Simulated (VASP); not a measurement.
A run of VASP 6.6.1:

The input INCAR:

```
PREC     = Accurate       # precision mode
ENCUT    = 520            # plane-wave cutoff, eV
EDIFF    = 1E-7           # SCF threshold, eV
ISMEAR   = -1             # smearing method
SIGMA    = 0.05           # smearing width, eV
LREAL    = False          # projectors in reciprocal space
LASPH    = True           # aspherical terms in the spheres
NELM     = 100            # most SCF steps
ALGO     = Normal         # electronic algorithm
ISIF     = 2              # what is computed and relaxed
LWAVE    = False          # write WAVECAR
LCHARG   = True           # write CHGCAR
GGA      = RP             # functional
LELF     = True           # ELF
LVHAR    = True         
NBANDS   = 8              # bands
```

File KPOINTS:

```
Automatic mesh
0
Gamma
  11 11 11
```

POSCAR

```
Al
1.0
    0.0000000000      2.0337697572      2.0337697572
    2.0337697572      0.0000000000      2.0337697572
    2.0337697572      2.0337697572      0.0000000000
Al
1
Direct
    0.0000000000      0.0000000000      0.0000000000
```

Potentials or basis: VASP PAW PBE potentials, release 64 (Al).

Launch:

```bash
$ cat potpaw_PBE.64/Al/POTCAR > POTCAR
$ mpirun -np 1 vasp_std > vasp.out
```

Hardware: 1 thread of Intel Xeon 8259CL, with other jobs on the host.

Problem. How long does it take, and how much memory?

Solution. Run time: 7.9 s on 1 thread of Intel Xeon 8259CL, on a shared host, peak memory 0.13 GiB. Counts: scf iterations 12, k points 56.
